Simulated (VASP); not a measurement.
# Mn2SbN3 (R-3m) in VASP: a series of runs

The runs below take Mn2SbN3 through single point, relaxation of cell and atoms, with PBE.

Everything below comes from runs of VASP 6.6.1. Logs are shortened: lines on timing, memory, paths and dates and some standing lists are left out, and cuts for length are marked.

### 1 The cell of the first run

The structure is trigonal, space group R-3m (No. 166). Conventional cell: a = 5.634 Å, b = 5.634 Å, c = 9.312 Å, α = 90.00°, β = 90.00°, γ = 120.00°. Within 2.3 Å of Mn (site symmetry 3m) lie 3 N at 1.70 Å. Within 3.4 Å of Sb (site symmetry -3m) lie 8 Mn at 2.60 to 3.29 Å and 6 N at 2.82 Å. Within 2.3 Å of N (site symmetry 2/m) lie 2 Mn at 1.70 Å.

### 2 Single point, PBE, collinear spin, ferromagnetic start

INCAR

```
SYSTEM = Mn2SbN3
PREC = Accurate ; ENCUT = 520
EDIFF = 1E-6 ; ISMEAR = 0
SIGMA = 0.15 ; LREAL = .FALSE.
LASPH = .TRUE. ; NELM = 150
ALGO = Normal ; ISIF = 2
LWAVE = .FALSE. ; LCHARG = .FALSE.
ISPIN = 2 ; MAGMOM = 4 4 0 0 0 0
LORBIT = 11 ; LMAXMIX = 4
GGA = PE ; NBANDS = 36
```

KPOINTS

```
Automatic mesh
0
G
  3 3 3
  0 0 0
```

POSCAR

```
Mn2SbN3
1.0
    2.8172080557      1.6265158293      3.1038863995
   -2.8172080557      1.6265158293      3.1038863995
    0.0000000000     -3.2530316587      3.1038863995
Mn Sb N
2 1 3
Direct
    0.7788137012      0.7788137012      0.7788137012
    0.2211862988      0.2211862988      0.2211862988
    0.5000000000      0.5000000000      0.5000000000
    0.0000000000      0.0000000000      0.5000000000
    0.5000000000      0.0000000000      0.0000000000
    0.0000000000      0.5000000000      0.0000000000
```

Potentials or basis: VASP PAW PBE potentials, release 64 (Mn_pv, Sb, N).

Started as:

```console
cat potpaw_PBE.64/Mn_pv/POTCAR potpaw_PBE.64/Sb/POTCAR potpaw_PBE.64/N/POTCAR > POTCAR
mpirun -np 1 vasp_std > vasp.out
```

OUTCAR:

```text
SYSTEM = Mn2SbN3
   PREC = Accurate
   ENCUT = 520
   EDIFF = 1E-6
   ISMEAR = 0
   LREAL = .FALSE.
   LASPH = .TRUE.
   NELM = 150
   ISIF = 2
   ISPIN = 2
   LORBIT = 11
   GGA = PE

 ion  position               nearest neighbor table
   1  0.779  0.779  0.779-   5 1.70   6 1.70   4 1.70   3 2.60   3 3.29   3 3.29   3 3.29
   2  0.221  0.221  0.221-   5 1.70   6 1.70   4 1.70   3 2.60   3 3.29   3 3.29   3 3.29
   3  0.500  0.500  0.500-   1 2.60   2 2.60   2 3.29   2 3.29   1 3.29   1 3.29   2 3.29   1 3.29

   4  0.000  0.000  0.500-   1 1.70   2 1.70
   5  0.500  0.000  0.000-   1 1.70   2 1.70
   6  0.000  0.500  0.000-   1 1.70   2 1.70

  LATTYP: Found a trigonal (rhomboedric) cell.
 ALAT       =     4.4962568602
 COS(alpha) =     0.2148265391

  Lattice vectors:

 A1 = (   2.8172080557,   1.6265158293,   3.1038863995)
 A2 = (  -2.8172080557,   1.6265158293,   3.1038863995)
 A3 = (   0.0000000000,  -3.2530316587,   3.1038863995)

Analysis of symmetry for initial positions (statically):
=====================================================================
 Subroutine PRICEL returns:
 Original cell was already a primitive cell.

 Routine SETGRP: Setting up the symmetry group for a
 trigonal (rhombohedral) supercell.

 Subroutine GETGRP returns: Found 12 space group operations
 (whereof 12 operations were pure point group operations)
 out of a pool of 12 trial point group operations.

The static configuration has the point symmetry D_3d.

Analysis of symmetry for dynamics (positions and initial velocities):
=====================================================================
 Subroutine PRICEL returns:
 Original cell was already a primitive cell.

 Routine SETGRP: Setting up the symmetry group for a
 trigonal (rhombohedral) supercell.

 Subroutine GETGRP returns: Found 12 space group operations
 (whereof 12 operations were pure point group operations)
 out of a pool of 12 trial point group operations.

The dynamic configuration has the point symmetry D_3d.

Analysis of structural, dynamic, and magnetic symmetry:
=====================================================================
 Subroutine PRICEL returns:
 Original cell was already a primitive cell.

 Routine SETGRP: Setting up the symmetry group for a
 trigonal (rhombohedral) supercell.

 Subroutine GETGRP returns: Found 12 space group operations
 (whereof 12 operations were pure point group operations)
 out of a pool of 12 trial point group operations.

The overall configuration has the point symmetry D_3d.

 Subroutine INISYM returns: Found 12 space group operations
 (whereof 12 operations are pure point group operations),
 and found     1 'primitive' translations

----------------------------------------------------------------------------------------

                                     Primitive cell

  volume of cell :      85.3364

  direct lattice vectors                    reciprocal lattice vectors
     2.817208056  1.626515829  3.103886399     0.177480679  0.102468518  0.107392247
    -2.817208056  1.626515829  3.103886399    -0.177480679  0.102468518  0.107392247
     0.000000000 -3.253031659  3.103886399     0.000000000 -0.204937036  0.107392247

  length of vectors
     4.496256860  4.496256860  4.496256860     0.231370446  0.231370446  0.231370446

  position of ions in fractional coordinates (direct lattice)
     0.778813701  0.778813701  0.778813701
     0.221186299  0.221186299  0.221186299
     0.500000000  0.500000000  0.500000000
     0.000000000  0.000000000  0.500000000
     0.500000000  0.000000000  0.000000000
     0.000000000  0.500000000  0.000000000

  ion indices of the primitive-cell ions
   primitive index   ion index
                 1           1
                 2           2
                 3           3
                 4           4
                 5           5
                 6           6

----------------------------------------------------------------------------------------

 KPOINTS: Automatic mesh

Automatic generation of k-mesh.
 Grid dimensions read from file:
 generate k-points for:    3    3    3

 Generating k-lattice:

  Cartesian coordinates                     Fractional coordinates (reciprocal lattice)
     0.059160226  0.034156173  0.035797416     0.333333333  0.000000000  0.000000000
    -0.059160226  0.034156173  0.035797416     0.000000000  0.333333333  0.000000000
     0.000000000 -0.068312345  0.035797416     0.000000000  0.000000000  0.333333333

  Length of vectors
     0.077123482  0.077123482  0.077123482

  Shift w.r.t. Gamma in fractional coordinates (k-lattice)
     0.000000000  0.000000000  0.000000000

 Subroutine IBZKPT returns following result:
 ===========================================

 Found      6 irreducible k-points:

 Following reciprocal coordinates:
            Coordinates               Weight
  0.000000  0.000000  0.000000      1.000000
  0.333333  0.000000  0.000000      6.000000
  0.333333  0.333333  0.000000      6.000000
 -0.333333  0.333333  0.000000      6.000000
  0.333333  0.333333  0.333333      2.000000
 -0.333333  0.333333  0.333333      6.000000
   k-points           NKPTS =      6   k-points in BZ     NKDIM =      6   number of bands    NBANDS=     36
   number of dos      NEDOS =    301   number of ions     NIONS =      6
   total plane-waves  NPLWV =  46656
   dimension x,y,z NGX =    36 NGY =   36 NGZ =   36
   dimension x,y,z NGXF=    72 NGYF=   72 NGZF=   72
   ions per type =               2   1   3
   NGX,Y,Z   is equivalent  to a cutoff of  13.31, 13.31, 13.31 a.u.
   NGXF,Y,Z  is equivalent  to a cutoff of  26.62, 26.62, 26.62 a.u.
 SYSTEM =  Mn2SbN3
   PREC   = accura    normal or accurate (medium, high low for compatibility)
   ISTART =      0    job   : 0-new  1-cont  2-samecut
   ICHARG =      2    charge: 1-file 2-atom 10-const
   ISPIN  =      2    spin polarized calculation?
   LNONCOLLINEAR =      F non collinear calculations
   LSORBIT =      F    spin-orbit coupling
   LASPH  =      T    aspherical Exc in radial PAW
   ENCUT  =  520.0 eV  38.22 Ry    6.18 a.u.   8.36  8.36  8.36*2*pi/ulx,y,z
   NELM   =    150;   NELMIN=  2; NELMDL= -5     # of ELM steps
   EDIFF  = 0.1E-05   stopping-criterion for ELM
   LREAL  =      F    real-space projection
   EDIFFG = 0.1E-04   stopping-criterion for IOM
   NSW    =      0    number of steps for IOM
   IBRION =     -1    ionic relax: 0-MD 1-quasi-New 2-CG
   NFREE  =      0    steps in history (QN), initial steepest desc. (CG)
   ISIF   =      2    stress and relaxation
   ISYM   =      2    0-nonsym 1-usesym 2-fastsym
   POTIM  = 0.5000    time-step for ionic-motion
   TEBEG  =    0.0;   TEEND  =   0.0 temperature during run
   PSTRESS=    0.0 pullay stress
   NELECT =      46.0000    total number of electrons
   NUPDOWN=      -1.0000    fix difference up-down
   EMIN   =  10.00;   EMAX   =-10.00  energy-range for DOS
   EFERMI =   0.00;   METHOD = LEGACY
   ISMEAR =     0;   SIGMA  =   0.15  broadening in eV -4-tet -1-fermi 0-gaus
   EFERMI_NEDOS =   21; number of points for ismear=-14 and -15
   IALGO  =     38    algorithm
   IMIX   =      4    mixing-type and parameters
     AMIX     =   0.40;   BMIX     =  1.00
     AMIX_MAG =   1.60;   BMIX_MAG =  1.00
  volume/ion in A,a.u.               =      14.22        95.98
  Fermi-wavevector in a.u.,A,eV,Ry     =   1.332343  2.517763 24.152214  1.775138
  Thomas-Fermi vector in A             =   2.461285
   LORBIT       =     11    0 simple, 1 ext, 2 COOP (PROOUT), +10 PAW based schemes
   GGA     = PE    functional components
   LHFCALC =     F    Hartree Fock is set to
   AEXX    =    0.0000 exact exchange contribution
   IVDW    =     0    specifies the selected vdW correction
   LEPSILON=     F    determine dielectric tensor
   LRPA    =     F    only Hartree local field effects (RPA)
 spin polarized calculation
 Gauss-broadening in eV      SIGMA  =   0.15
  energy-cutoff  :      520.00
  volume of cell :       85.34
 maximum number of plane-waves:      2318
 NGX is ok and might be reduce to    36
   NGX = 17   NGY = 17   NGZ = 17

 number of electron      45.9999994 magnetization       0.0023571

 number of electron      45.9999994 magnetization      -0.0005116

 Free energy of the ion-electron system (eV)
  ---------------------------------------------------
  ext. energy  EPLUGINS =         0.00000000
  ---------------------------------------------------
  free energy    TOTEN  =       -45.72354363 eV

  energy without entropy =      -45.68307533  energy(sigma->0) =      -45.70330948

 E-fermi :   6.0031     XC(G=0): -10.6996

 val. band max:        5.9643042748   @ k =   0.3333   0.3333   0.3333
 cond. band min:       6.0672686227   @ k =   0.3333   0.3333   0.0000
 fundamental gap:      0.1029643478
 Fermi energy:         6.0030744311

 spin component 1

 k-point     1 :       0.0000    0.0000    0.0000
  band No.  band energies     occupation
      1     -42.9150      1.00000
      2     -42.9150      1.00000
      3     -42.9031      1.00000
      4     -42.9031      1.00000
      5     -42.2558      1.00000
      6     -42.2557      1.00000
[... 27 lines left out ...]
     34      12.5542      0.00000
     35      12.5542      0.00000

 k-point     2 :       0.3333    0.0000    0.0000
  band No.  band energies     occupation
      1     -42.9151      1.00000
      2     -42.9130      1.00000
      3     -42.9054      1.00000
      4     -42.9031      1.00000
      5     -42.2561      1.00000
      6     -42.2556      1.00000
[... 27 lines left out ...]
     34      13.6033      0.00000
     35      14.2318      0.00000
[... 112 lines left out ...]
     34      14.0170      0.00000
     35      14.6791      0.00000

 k-point     6 :      -0.3333    0.3333    0.3333
  band No.  band energies     occupation
      1     -42.9154      1.00000
      2     -42.9133      1.00000
      3     -42.9052      1.00000
      4     -42.9031      1.00000
      5     -42.2568      1.00000
      6     -42.2553      1.00000
[... 27 lines left out ...]
     34      14.1149      0.00000
     35      14.1289      0.00000
 Fermi energy:         6.0030744311

 spin component 2

 k-point     1 :       0.0000    0.0000    0.0000
  band No.  band energies     occupation
      1     -42.9153      1.00000
      2     -42.9153      1.00000
      3     -42.9034      1.00000
      4     -42.9034      1.00000
      5     -42.2562      1.00000
      6     -42.2562      1.00000
[... 27 lines left out ...]
     34      12.5541      0.00000
     35      12.5541      0.00000

 k-point     2 :       0.3333    0.0000    0.0000
  band No.  band energies     occupation
      1     -42.9154      1.00000
      2     -42.9133      1.00000
      3     -42.9057      1.00000
      4     -42.9033      1.00000
      5     -42.2566      1.00000
      6     -42.2560      1.00000
[... 27 lines left out ...]
     34      13.6032      0.00000
     35      14.2317      0.00000
[... 112 lines left out ...]
     34      14.0170      0.00000
     35      14.6790      0.00000

 k-point     6 :      -0.3333    0.3333    0.3333
  band No.  band energies     occupation
      1     -42.9157      1.00000
      2     -42.9135      1.00000
      3     -42.9055      1.00000
      4     -42.9033      1.00000
      5     -42.2572      1.00000
      6     -42.2557      1.00000
[... 27 lines left out ...]
     34      14.1149      0.00000
     35      14.1289      0.00000
 [bands above 35 left out]

------------------------ aborting loop because EDIFF is reached ----------------------------------------

  FORCE on cell =-STRESS in cart. coord.  units (eV):
  Direction    XX          YY          ZZ          XY          YZ          ZX
  --------------------------------------------------------------------------------------
  -------------------------------------------------------------------------------------
  Total        0.3217820      0.3217820     -0.2070456      0.0000000      0.0000000      0.0000000
  in kB        6.0414056      6.0414056     -3.8872476      0.0000000      0.0000000      0.0000000
  external PRESSURE =       2.7318546 kB  Pullay stress =       0.0000000 kB

 VOLUME and BASIS-vectors are now :
 -----------------------------------------------------------------------------
  energy-cutoff  :      520.00
  volume of cell :       85.34
      direct lattice vectors                 reciprocal lattice vectors
     2.817208056  1.626515829  3.103886399     0.177480679  0.102468518  0.107392247
    -2.817208056  1.626515829  3.103886399    -0.177480679  0.102468518  0.107392247
     0.000000000 -3.253031659  3.103886399     0.000000000 -0.204937036  0.107392247

 POSITION                                       TOTAL-FORCE (eV/Angst)
 -----------------------------------------------------------------------------------
      0.00000     -0.00000      7.25205         0.000000      0.000000     -0.050365
      0.00000     -0.00000      2.05961         0.000000     -0.000000      0.050365
      0.00000     -0.00000      4.65583        -0.000000     -0.000000     -0.000000
      0.00000     -1.62652      1.55194         0.000000     -0.000000     -0.000000
      1.40860      0.81326      1.55194         0.000000     -0.000000     -0.000000
     -1.40860      0.81326      1.55194         0.000000     -0.000000     -0.000000
 -----------------------------------------------------------------------------------
    total drift:                               -0.000000     -0.000000      0.000000

  FREE ENERGIE OF THE ION-ELECTRON SYSTEM (eV)
  ---------------------------------------------------
  free  energy   TOTEN  =       -45.7235436280 eV

  energy  without entropy=      -45.6830753298  energy(sigma->0) =      -45.70330948

 total charge

# of ion       s       p       d       tot
------------------------------------------
    1        0.461   6.535   5.389  12.386
    2        0.461   6.535   5.389  12.386
    3        1.246   0.969   0.050   2.265
    4        1.303   2.372   0.000   3.676
    5        1.303   2.372   0.000   3.676
    6        1.303   2.372   0.000   3.676
--------------------------------------------------
tot          6.077  21.157  10.829  38.063

 magnetization (x)

# of ion       s       p       d       tot
------------------------------------------
    1       -0.000  -0.000  -0.000  -0.000
    2       -0.000  -0.000  -0.000  -0.000
    3       -0.000   0.000  -0.000   0.000
    4        0.000   0.000   0.000   0.000
    5        0.000   0.000   0.000   0.000
    6        0.000   0.000   0.000   0.000
--------------------------------------------------
tot         -0.000   0.000  -0.000  -0.000
```

Run time: 66 s. Hardware: 1 thread of Intel Xeon Platinum 8375C at 2.90GHz (Ice Lake), shared host; peak memory 0.25 GiB.

What came out:

```yaml
Free_energy: -45.7235 eV
Pressure: 0.3 GPa
Largest_force: 0.050 eV/Å
Band_gap_on_the_k_mesh: zero (filled and empty bands overlap)
Net_moment: 0.00 μB per cell
Valence_electrons_inside_the_program's_atomic_spheres: Mn 12.39; Sb 2.27; N 3.68
```

Forces on the atoms (eV/Å):
```
Mn   0.000  0.000 -0.050
Mn   0.000  0.000  0.050
Sb   0.000  0.000  0.000
N    0.000  0.000  0.000
N    0.000  0.000  0.000
N    0.000  0.000  0.000
```

Stress tensor (GPa, compression positive):
```
 0.60  0.00  0.00
 0.00  0.60  0.00
 0.00  0.00 -0.39
```

Caveat: the k points lie up to 0.48 Å⁻¹ apart; the starting moments collapsed, and a magnetic state may lie lower; spin-orbit coupling is left out, which moves the levels of the heavy elements. With open d or f shells a metallic result of PBE can be an artefact of self-interaction; +U or a hybrid may open a gap.

### 3 Single point, PBE

INCAR

```
SYSTEM = Mn2SbN3
PREC = Accurate ; ENCUT = 520
EDIFF = 1E-6 ; ISMEAR = 0
SIGMA = 0.1 ; LREAL = .FALSE.
LASPH = .TRUE. ; NELM = 60
ALGO = Normal ; ISIF = 2
LWAVE = .FALSE. ; LCHARG = .FALSE.
GGA = PE ; NBANDS = 32
```

KPOINTS

```
Automatic mesh
0
G
  6 6 6
  0 0 0
```

POSCAR

```
Mn2SbN3
1.0
    2.8267862883      1.6320458245      3.0806628632
   -2.8267862883      1.6320458245      3.0806628632
    0.0000000000     -3.2640916490      3.0806628631
Mn Sb N
2 1 3
Direct
    0.7791234620      0.7791234620      0.7791234620
    0.2208765380      0.2208765380      0.2208765380
    0.5000000000      0.5000000000      0.5000000000
    0.0000000000      0.0000000000      0.5000000000
    0.5000000000      0.0000000000      0.0000000000
    0.0000000000      0.5000000000      0.0000000000
```

Potentials or basis: VASP PAW PBE potentials, release 64 (Mn_pv, Sb, N).

Started as:

```console
cat potpaw_PBE.64/Mn_pv/POTCAR potpaw_PBE.64/Sb/POTCAR potpaw_PBE.64/N/POTCAR > POTCAR
mpirun -np 1 vasp_std > vasp.out
```

Run time: 99 s. Hardware: 1 thread of Intel Xeon Platinum 8375C at 2.90GHz (Ice Lake), shared host; peak memory 0.25 GiB.

The run converged. Its results:

```yaml
Free_energy: -45.6161 eV
Pressure: 0.0 GPa
Largest_force: 0.063 eV/Å
Band_gap_on_the_k_mesh: zero (band 23 reaches 6.18 eV, above the bottom of band 24 at 4.96 eV)
```

Forces in eV/Å, atoms in the order of the input:
```
Mn   0.000  0.000 -0.063
Mn   0.000  0.000  0.063
Sb   0.000  0.000  0.000
N    0.000  0.000  0.000
N    0.000  0.000  0.000
N    0.000  0.000  0.000
```

Stress tensor (GPa, compression positive):
```
 0.13  0.00  0.00
 0.00  0.13  0.00
 0.00  0.00 -0.23
```

Levels at points of the mesh, in eV from the Fermi level:
```tsv
k point	band 21	band 22	band 23	band 24	band 25	band 26
(0.00, 0.00, 0.00)	-1.24	-1.24	-0.98	-0.98	-0.68	1.74
(0.50, 0.00, 0.00)	-0.49	-0.42	-0.25	-0.16	0.91	1.17
(0.50, 0.50, 0.00)	-1.46	-0.69	-0.01	0.32	1.19	1.50
(0.50, 0.50, 0.50)	-1.17	-1.17	-0.36	-0.16	-0.16	1.48
```

Caveat: spin-orbit coupling is left out, which moves the levels of the heavy elements; the run has no spin polarisation, though such a crystal can be magnetic. Spin polarisation is off, so any magnetic state and its effect on volume and gap are missing.

[end of part 1 of 2]
